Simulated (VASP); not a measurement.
Input of a VASP 6.6.1 run:

Contents of INCAR:

```
ALGO     = Normal         # electronic algorithm
EDIFF    = 1E-6           # SCF threshold, eV
ENCUT    = 520            # plane-wave cutoff, eV
GGA      = PE             # functional
ISIF     = 2              # what is computed and relaxed
ISMEAR   = 0              # smearing method
ISPIN    = 2              # spin polarisation
IVDW     = 13             # dispersion correction
LASPH    = True           # aspherical terms in the spheres
LCHARG   = False          # write CHGCAR
LDAU     = True           # DFT+U
LDAUJ    = 0 0          
LDAUL    = 3 -1           # shell
LDAUPRINT= 1            
LDAUTYPE = 2            
LDAUU    = 6 0            # U, eV
LMAXMIX  = 6              # l up to which the mixer works
LORBIT   = 11             # projections on sites
LREAL    = False          # projectors in reciprocal space
LWAVE    = False          # write WAVECAR
MAGMOM   = 7.71 0.02      # initial moments
NBANDS   = 23             # bands
NELM     = 150            # most SCF steps
PREC     = Accurate       # precision mode
SIGMA    = 0.05           # smearing width, eV
```

File KPOINTS:

```
k-points
0
Gamma
  8 8 8
```

Contents of POSCAR:

```
GdO
1.0
    0.0000000000      2.6858834704      2.6858834704
    2.6858834704      0.0000000000      2.6858834704
    2.6858834704      2.6858834704      0.0000000000
Gd O
1 1
Direct
    0.0000000000      0.0000000000      0.0000000000
    0.2500000000      0.2500000000      0.2500000000
```

Potentials or basis: VASP PAW PBE potentials, release 64 (Gd, O).

The run is started by

```sh
$ cat potpaw_PBE.64/Gd/POTCAR potpaw_PBE.64/O/POTCAR > POTCAR
$ mpirun -np 1 vasp_std > vasp.out
```

What does it give for the site moments?

Gd +7.07; O +0.01 μB.

Predict the net moment.

7.94 μB per cell.

Estimate the pressure.

-0.8 GPa.

Eigenvalues of the final occupation matrices:
```tsv
site	spin	trace	eigenvalues
site 1 f	1	6.95	0.99 0.99 0.99 0.99 0.99 0.99 1.00
site 1 f	2	0.03	0.00 0.00 0.00 0.00 0.00 0.00 0.01
```

Caveat: spin-orbit coupling is left out, which moves the levels of the heavy elements; a cell with one magnetic atom can't hold antiferromagnetic order, which such compounds often take; pairwise dispersion overbinds metals, which lowers pressure and volume. The state reached can hang on the start; a lower one may exist.
